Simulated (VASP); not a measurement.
A run of VASP 6.6.1:

File INCAR:

```
SYSTEM = BP
PREC = Accurate
ENCUT = 500
EDIFF = 1E-6
ISMEAR = 0
SIGMA = 0.02
LREAL = .False.
LASPH = .True.
NELM = 120
ALGO = Normal
ISIF = 2
LWAVE = .False.
LCHARG = .False.
GGA = PE
IVDW = 12
NBANDS = 11
GGA_COMPAT = .False.
```

The input KPOINTS:

```
regular mesh
0
Gamma
  10 10 10
  0 0 0
```

Contents of POSCAR:

```
BP
1.0
    0.0000000000      2.2536759790      2.2536759790
    2.2536759790      0.0000000000      2.2536759790
    2.2536759790      2.2536759790      0.0000000000
B P
1 1
Direct
    0.0000000000      0.0000000000      0.0000000000
    0.2500000000      0.2500000000      0.2500000000
```

Potentials or basis: VASP PAW PBE potentials, release 64 (B, P).

Run with:

```bash
$ cat potpaw_PBE.64/B/POTCAR potpaw_PBE.64/P/POTCAR > POTCAR
$ mpirun -np 1 vasp_std > vasp.out
```

Hardware: 1 thread of AMD EPYC 7R13 (shared host).

**Question.** Estimate the wall time of this run.

**Answer.** Wall time 18 s on 1 thread of AMD EPYC 7R13, with other jobs on the host, peak memory 0.12 GiB. Counts: scf iterations 12, k points 47.
